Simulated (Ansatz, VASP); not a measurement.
BN: VASP beside Ansatz

Contents of INCAR:

```
PREC = Accurate
ENCUT = 520
EDIFF = 1E-6
ISMEAR = 0
SIGMA = 0.05
LREAL = False
LASPH = True
NELM = 100
ALGO = Normal
ISIF = 2
LWAVE = False
LCHARG = True
GGA = PE
IVDW = 12
LELF = True
LVHAR = True
NBANDS = 16
```

The input KPOINTS:

```
Automatic mesh
0
Gamma
  12 12 4
```

The input POSCAR:

```
BN
1.0
    2.3585530932      0.0237742699     -0.1501162170
   -1.1586874249      2.0663399292     -0.0488690033
   -0.3962978442     -0.3777720257      6.1498506859
B N
2 2
Direct
    0.3323439307      0.6561916907      0.2514268853
    0.6469961085      0.3211689361      0.7412570477
    0.3361399224      0.6797612840      0.7546222517
    0.6845200385      0.3428780891      0.2526938153
```

Input for Ansatz:

```yaml
crystal:
  lattice:
    - [2.3585530932, 0.0237742699, -0.150116217]
    - [-1.1586874249, 2.0663399292, -0.0488690033]
    - [-0.3962978442, -0.3777720257, 6.1498506859]
  atoms:
    - { symbol: B, position: [0.3323439307, 0.6561916907, 0.2514268853] }
    - { symbol: B, position: [0.6469961085, 0.3211689361, 0.7412570477] }
    - { symbol: "N", position: [0.3361399224, 0.679761284, 0.7546222517] }
    - { symbol: "N", position: [0.6845200385, 0.3428780891, 0.2526938153] }
basis:
  ecutwfc: 420
kpoints:
  mp_grid: { grid: [12, 12, 4] }
hamiltonian:
  xc: pbe
  dispersion: d3bj
scf:
  occupations: { method: gaussian, width: 0.05 }
output:
  forces: true
  stress: true
  eigenvalues: true
```

Change from the starting cell: all atoms moved at random (sigma 0.03 Å a component), cell strained at random (sigma 0.05).

Alike in both runs: task single point; functional PBE; dispersion D3(BJ); k mesh 12 × 12 × 4; occupations gaussian, width 0.05 eV; no spin polarisation.

|  | VASP | Ansatz |
| --- | --- | --- |
| version | VASP 6.6.1 | Ansatz 0.2.0 |
| potentials or method | VASP PAW PBE potentials, release 64 (B, N), cutoff 520 eV | scalar-relativistic, plane waves, PAW |
| valence electrons in the cell | 16 | 16 |

|  | VASP | Ansatz | Ansatz less VASP |
| --- | --- | --- | --- |
| gap on the k mesh at the Fermi level (eV) | 3.77 | 3.78 | +0.011 |
| least direct gap on the mesh (eV) | 4.00 | 4.00 | +0.006 |
| pressure (GPa) | 52.7 | 52.6 | -0.07 |
| traceless stress, the component that is largest in VASP (GPa) | -47.34 | -47.05 | +0.290 |
| rms of the force components (eV/Å) | 1.575 | 1.581 | +0.0059 |

Atom by atom the forces differ by 0.007 eV/Å (rms over components). Both programs put the cell under a high pressure, so it lies far from rest at this level.
